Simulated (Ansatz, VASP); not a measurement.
**ZnS: VASP beside Ansatz**

INCAR

```
SYSTEM = ZnS
ALGO = Normal
EDIFF = 1E-6
ENCUT = 500
GGA = LIBXC
GGA_COMPAT = .False.
ISIF = 2
ISMEAR = -1
LASPH = .True.
LCHARG = .True.
LELF = .True.
LIBXC1 = GGA_X_B88
LIBXC2 = GGA_C_PBE
LREAL = .False.
LVHAR = .True.
LWAVE = .False.
NBANDS = 16
NELM = 120
PREC = Accurate
SIGMA = 0.05
```

Contents of KPOINTS:

```
k-points
0
Gamma
  9 9 9
  0 0 0
```

Contents of POSCAR:

```
ZnS
1.0
    0.0000000000      2.6838652254      2.6838652254
    2.6838652254      0.0000000000      2.6838652254
    2.6838652254      2.6838652254      0.0000000000
Zn S
1 1
Direct
    0.7500000000      0.7500000000      0.7500000000
    0.0000000000      0.0000000000      0.0000000000
```

input.yaml

```yaml
crystal:
  lattice:
    - [0.0, 2.6838652254, 2.6838652254]
    - [2.6838652254, 0.0, 2.6838652254]
    - [2.6838652254, 2.6838652254, 0.0]
  atoms:
    - { symbol: Zn, position: [0.75, 0.75, 0.75] }
    - { symbol: S, position: [0.0, 0.0, 0.0] }
hamiltonian:
  xc: { exchange: b88, correlation: pbe }
  pseudopotentials: { kind: paw }
kpoints:
  mp_grid: { grid: [9, 9, 9] }
scf:
  occupations: { method: fermi_dirac, width: 0.05 }
output:
  forces: true
  stress: true
  eigenvalues: true
  write_density: true
  write_potential: true
  elf: true
  volumetric_format: npy
```

Alike in both runs: task single point; functional b88 exchange, pbe correlation; k mesh 9 × 9 × 9; occupations fermi-dirac, width 0.05 eV; no spin polarisation.

|  | VASP | Ansatz |
| --- | --- | --- |
| version | VASP 6.6.1 | Ansatz 0.2.0 |
| potentials or method | VASP PAW PBE potentials, release 64 (Zn, S) | Ansatz PAW |
| plane-wave cutoff (eV) | 500 | 420 |
| valence electrons in the cell | 18 | 18 |

|  | VASP | Ansatz | Ansatz less VASP |
| --- | --- | --- | --- |
| gap on the k mesh at the Fermi level (eV) | 2.20 | 2.19 | -0.009 |
| least direct gap on the mesh (eV) | 2.20 | 2.19 | -0.009 |
| pressure (GPa) | 3.3 | 3.1 | -0.12 |

VASP's potentials were made for PBE, not for b88 exchange, pbe correlation. The functional is the same, so the differences come from potentials, cutoffs and numerics.

Noted on Ansatz's run: odd divisions of the mesh miss points on the zone boundary, where band edges often lie, so the gap on the mesh can be too wide.
